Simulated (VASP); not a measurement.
# CrC2 (P6/mmm) in VASP: single point with PBEsol

Aim: the single point of CrC2 with PBEsol.

Program: VASP 6.6.1. These are calculated values, not measurements. Logs are shortened: lines on timing, memory, paths and dates and some standing lists are left out, and cuts for length are marked.

### 1 The cell of the first run

Symmetry: P6/mmm, No. 191, hexagonal system. Conventional cell: a = 2.492 Å, b = 2.492 Å, c = 4.452 Å, α = 90.00°, β = 90.00°, γ = 120.00°. Within 3.3 Å of Cr (site symmetry 6/mmm) lie 6 Cr at 2.49 Å and 12 C at 2.65 Å. C (site symmetry -6m2) has 3 C at 1.44 Å within 1.9 Å.

### 2 Single point, PBEsol, collinear spin, ferromagnetic start (7.98 Å³/atom)

Contents of INCAR:

```
PREC = Accurate
ENCUT = 600
EDIFF = 1E-6
ISMEAR = 0
SIGMA = 0.05
LREAL = F
LASPH = T
NELM = 200
ALGO = Normal
ISIF = 2
LWAVE = F
LCHARG = T
ISPIN = 2
MAGMOM = 2.05 0 0
LORBIT = 11
LMAXMIX = 4
GGA = PS
LELF = T
LVHAR = T
NBANDS = 22
GGA_COMPAT = F
```

Contents of KPOINTS:

```
regular mesh
0
Gamma
  12 12 10
```

Contents of POSCAR:

```
CrC2
1.0
    2.4917448103      0.0000000000      0.0000000000
   -1.2458724052      2.1579143055      0.0000000000
    0.0000000000      0.0000000000      4.4519619049
Cr C
1 2
Direct
    0.0000000000      0.0000000000      0.0000000000
    0.3333333333      0.6666666667      0.5000000000
    0.6666666667      0.3333333333      0.5000000000
```

Potentials or basis: VASP PAW PBE potentials, release 64 (Cr_sv, C).

Run with:

```sh
cat potpaw_PBE.64/Cr_sv/POTCAR potpaw_PBE.64/C/POTCAR > POTCAR
mpirun -np 1 vasp_std > vasp.out
```

OUTCAR:

```text
PREC = Accurate
   ENCUT = 600
   EDIFF = 1E-6
   ISMEAR = 0
   LREAL = F
   LASPH = T
   NELM = 200
   ISIF = 2
   ISPIN = 2
   LORBIT = 11
   GGA = PS

 ion  position               nearest neighbor table
   1  0.000  0.000  0.000-
   2  0.333  0.667  0.500-   3 1.44   3 1.44   3 1.44
   3  0.667  0.333  0.500-   2 1.44   2 1.44   2 1.44

  LATTYP: Found a hexagonal cell.
 ALAT       =     2.4917448103
 C/A-ratio  =     1.7866845299

  Lattice vectors:

 A1 = (   2.4917448103,   0.0000000000,   0.0000000000)
 A2 = (  -1.2458724052,   2.1579143055,   0.0000000000)
 A3 = (   0.0000000000,   0.0000000000,   4.4519619049)

Analysis of symmetry for initial positions (statically):
=====================================================================
 Subroutine PRICEL returns:
 Original cell was already a primitive cell.

 Routine SETGRP: Setting up the symmetry group for a
 hexagonal supercell.

 Subroutine GETGRP returns: Found 24 space group operations
 (whereof 24 operations were pure point group operations)
 out of a pool of 24 trial point group operations.

The static configuration has the point symmetry D_6h.

Analysis of symmetry for dynamics (positions and initial velocities):
=====================================================================
 Subroutine PRICEL returns:
 Original cell was already a primitive cell.

 Routine SETGRP: Setting up the symmetry group for a
 hexagonal supercell.

 Subroutine GETGRP returns: Found 24 space group operations
 (whereof 24 operations were pure point group operations)
 out of a pool of 24 trial point group operations.

The dynamic configuration has the point symmetry D_6h.

Analysis of structural, dynamic, and magnetic symmetry:
=====================================================================
 Subroutine PRICEL returns:
 Original cell was already a primitive cell.

 Routine SETGRP: Setting up the symmetry group for a
 hexagonal supercell.

 Subroutine GETGRP returns: Found 24 space group operations
 (whereof 24 operations were pure point group operations)
 out of a pool of 24 trial point group operations.

The overall configuration has the point symmetry D_6h.

 Subroutine INISYM returns: Found 24 space group operations
 (whereof 24 operations are pure point group operations),
 and found     1 'primitive' translations

----------------------------------------------------------------------------------------

                                     Primitive cell

  volume of cell :      23.9381

  direct lattice vectors                    reciprocal lattice vectors
     2.491744810  0.000000000  0.000000000     0.401325206  0.231705216  0.000000000
    -1.245872405  2.157914305  0.000000000     0.000000000  0.463410432  0.000000000
     0.000000000  0.000000000  4.451961905     0.000000000  0.000000000  0.224620071

  length of vectors
     2.491744810  2.491744810  4.451961905     0.463410432  0.463410432  0.224620071

  position of ions in fractional coordinates (direct lattice)
     0.000000000  0.000000000  0.000000000
     0.333333333  0.666666667  0.500000000
     0.666666667  0.333333333  0.500000000

  ion indices of the primitive-cell ions
   primitive index   ion index
                 1           1
                 2           2
                 3           3

----------------------------------------------------------------------------------------

 KPOINTS: regular mesh

Automatic generation of k-mesh.
 Grid dimensions read from file:
 generate k-points for:   12   12   10

 Generating k-lattice:

  Cartesian coordinates                     Fractional coordinates (reciprocal lattice)
     0.033443767  0.019308768  0.000000000     0.083333333  0.000000000  0.000000000
     0.000000000  0.038617536  0.000000000     0.000000000  0.083333333  0.000000000
     0.000000000  0.000000000  0.022462007     0.000000000  0.000000000  0.100000000

  Length of vectors
     0.038617536  0.038617536  0.022462007

  Shift w.r.t. Gamma in fractional coordinates (k-lattice)
     0.000000000  0.000000000  0.000000000

 Subroutine IBZKPT returns following result:
 ===========================================

 Found    114 irreducible k-points:

 Following reciprocal coordinates:
            Coordinates               Weight
  0.000000  0.000000  0.000000      1.000000
  0.083333  0.000000  0.000000      6.000000
  0.166667 -0.000000  0.000000      6.000000
  0.250000  0.000000  0.000000      6.000000
  0.333333  0.000000  0.000000      6.000000
  0.416667 -0.000000  0.000000      6.000000
[... 16 lines left out ...]
  0.250000  0.000000  0.100000     12.000000
  0.333333  0.000000  0.100000     12.000000
 [... further k-points ...]
   k-points           NKPTS =    114   k-points in BZ     NKDIM =    114   number of bands    NBANDS=     22
   number of dos      NEDOS =    301   number of ions     NIONS =      3
   total plane-waves  NPLWV =  14400
   dimension x,y,z NGX =    20 NGY =   20 NGZ =   36
   dimension x,y,z NGXF=    40 NGYF=   40 NGZF=   72
   ions per type =               1   2
   NGX,Y,Z   is equivalent  to a cutoff of  13.34, 13.34, 13.44 a.u.
   NGXF,Y,Z  is equivalent  to a cutoff of  26.69, 26.69, 26.89 a.u.
 SYSTEM =  unknown system
   PREC   = accura    normal or accurate (medium, high low for compatibility)
   ISTART =      0    job   : 0-new  1-cont  2-samecut
   ICHARG =      2    charge: 1-file 2-atom 10-const
   ISPIN  =      2    spin polarized calculation?
   LNONCOLLINEAR =      F non collinear calculations
   LSORBIT =      F    spin-orbit coupling
   LASPH  =      T    aspherical Exc in radial PAW
   ENCUT  =  600.0 eV  44.10 Ry    6.64 a.u.   4.98  4.98  8.89*2*pi/ulx,y,z
   NELM   =    200;   NELMIN=  2; NELMDL= -5     # of ELM steps
   EDIFF  = 0.1E-05   stopping-criterion for ELM
   LREAL  =      F    real-space projection
   EDIFFG = 0.1E-04   stopping-criterion for IOM
   NSW    =      0    number of steps for IOM
   IBRION =     -1    ionic relax: 0-MD 1-quasi-New 2-CG
   NFREE  =      0    steps in history (QN), initial steepest desc. (CG)
   ISIF   =      2    stress and relaxation
   ISYM   =      2    0-nonsym 1-usesym 2-fastsym
   POTIM  = 0.5000    time-step for ionic-motion
   TEBEG  =    0.0;   TEEND  =   0.0 temperature during run
   PSTRESS=    0.0 pullay stress
   NELECT =      22.0000    total number of electrons
   NUPDOWN=      -1.0000    fix difference up-down
   EMIN   =  10.00;   EMAX   =-10.00  energy-range for DOS
   EFERMI =   0.00;   METHOD = LEGACY
   ISMEAR =     0;   SIGMA  =   0.05  broadening in eV -4-tet -1-fermi 0-gaus
   EFERMI_NEDOS =   21; number of points for ismear=-14 and -15
   IALGO  =     38    algorithm
   IMIX   =      4    mixing-type and parameters
     AMIX     =   0.40;   BMIX     =  1.00
     AMIX_MAG =   1.60;   BMIX_MAG =  1.00
  volume/ion in A,a.u.               =       7.98        53.85
  Fermi-wavevector in a.u.,A,eV,Ry     =   1.591669  3.007818 34.469123  2.533409
  Thomas-Fermi vector in A             =   2.690173
   LORBIT       =     11    0 simple, 1 ext, 2 COOP (PROOUT), +10 PAW based schemes
   GGA     = PS    functional components
   LHFCALC =     F    Hartree Fock is set to
   AEXX    =    0.0000 exact exchange contribution
   IVDW    =     0    specifies the selected vdW correction
   LEPSILON=     F    determine dielectric tensor
   LRPA    =     F    only Hartree local field effects (RPA)
 spin polarized calculation
 Gauss-broadening in eV      SIGMA  =   0.05
  energy-cutoff  :      600.00
  volume of cell :       23.94
 maximum number of plane-waves:       825
 NGX is ok and might be reduce to    20
   NGX =  9   NGY =  9   NGZ = 17

 number of electron      22.0000019 magnetization       0.1880584

 Free energy of the ion-electron system (eV)
  ---------------------------------------------------
  ext. energy  EPLUGINS =         0.00000000
  ---------------------------------------------------
  free energy    TOTEN  =       -26.98940218 eV

  energy without entropy =      -26.98689763  energy(sigma->0) =      -26.98814990

 E-fermi :  12.4305     XC(G=0): -13.3881

 val. band max:       12.4288623510   @ k =   0.3333   0.0833   0.0000
 cond. band min:      12.4325150182   @ k =   0.3333   0.0000   0.0000
 fundamental gap:      0.0036526672
 Fermi energy:        12.4305195204

 spin component 1

 k-point     1 :       0.0000    0.0000    0.0000
  band No.  band energies     occupation
      1     -59.1280      1.00000
      2     -30.7684      1.00000
      3     -30.0446      1.00000
      4     -30.0446      1.00000
      5      -9.2205      1.00000
      6       2.0982      1.00000
[... 14 lines left out ...]
     21      32.7912      0.00000
     22      34.0027      0.00000
[... 552 lines left out ...]
  band No.  band energies     occupation
      1     -59.0056      1.00000
      2     -30.6886      1.00000
      3     -30.6637      1.00000
      4     -30.1918      1.00000
      5      -6.6067      1.00000
      6       0.6951      1.00000
[... 14 lines left out ...]
     21      30.9807      0.00000
     22      31.3628      0.00000

 [... further k-points ...]

 spin component 2

 k-point     1 :       0.0000    0.0000    0.0000
  band No.  band energies     occupation
      1     -58.9441      1.00000
      2     -30.5278      1.00000
      3     -29.8910      1.00000
      4     -29.8910      1.00000
      5      -9.2193      1.00000
      6       2.1044      1.00000
[... 14 lines left out ...]
     21      32.8775      0.00000
     22      34.0146      0.00000
[... 552 lines left out ...]
  band No.  band energies     occupation
      1     -58.8209      1.00000
      2     -30.5387      1.00000
      3     -30.4220      1.00000
      4     -30.0389      1.00000
      5      -6.6064      1.00000
      6       0.6958      1.00000
[... 14 lines left out ...]
     21      31.0399      0.00000
     22      31.4102      0.00000

 [... further k-points ...]

------------------------ aborting loop because EDIFF is reached ----------------------------------------

  FORCE on cell =-STRESS in cart. coord.  units (eV):
  Direction    XX          YY          ZZ          XY          YZ          ZX
  --------------------------------------------------------------------------------------
  -------------------------------------------------------------------------------------
  Total       -0.1607729     -0.1607729     -0.2310557      0.0000000      0.0000000      0.0000000
  in kB      -10.7605468    -10.7605468    -15.4645754      0.0000000      0.0000000      0.0000000
  external PRESSURE =     -12.3285563 kB  Pullay stress =       0.0000000 kB

 VOLUME and BASIS-vectors are now :
 -----------------------------------------------------------------------------
  energy-cutoff  :      600.00
  volume of cell :       23.94
      direct lattice vectors                 reciprocal lattice vectors
     2.491744810  0.000000000  0.000000000     0.401325206  0.231705216  0.000000000
    -1.245872405  2.157914305  0.000000000     0.000000000  0.463410432  0.000000000
     0.000000000  0.000000000  4.451961905     0.000000000  0.000000000  0.224620071

 POSITION                                       TOTAL-FORCE (eV/Angst)
 -----------------------------------------------------------------------------------
      0.00000      0.00000      0.00000        -0.000000     -0.000000      0.000000
     -0.00000      1.43861      2.22598         0.000000     -0.000000      0.000000
      1.24587      0.71930      2.22598        -0.000000      0.000000      0.000000
 -----------------------------------------------------------------------------------
    total drift:                               -0.000000      0.000000      0.000000

  FREE ENERGIE OF THE ION-ELECTRON SYSTEM (eV)
  ---------------------------------------------------
  free  energy   TOTEN  =       -26.9894021777 eV

  energy  without entropy=      -26.9868976295  energy(sigma->0) =      -26.98814990

 total charge

# of ion       s       p       d       tot
------------------------------------------
    1        2.148   5.977   3.723  11.848
    2        0.844   1.761   0.000   2.606
    3        0.844   1.761   0.000   2.606
--------------------------------------------------
tot          3.836   9.500   3.723  17.059

 magnetization (x)

# of ion       s       p       d       tot
------------------------------------------
    1        0.002   0.001   0.164   0.167
    2        0.001  -0.004   0.000  -0.003
    3        0.001  -0.004   0.000  -0.003
--------------------------------------------------
tot          0.005  -0.007   0.164   0.162
```

It took 2.4 min on 1 thread of Intel Xeon Platinum 8259CL at 2.50GHz (Skylake/Cascade Lake), shared host; peak memory 0.23 GiB.

Results:

```
Free energy                                           : -26.9894 eV
Pressure                                              : -1.2 GPa
Net moment                                            : 0.19 μB per cell
Site moments                                          : Cr +0.17; C -0.00 μB
Valence electrons inside the program's atomic spheres : Cr 11.85; C 2.61
```

Caveat: the PAW data sets were made with another functional, which shifts forces and pressure a little.
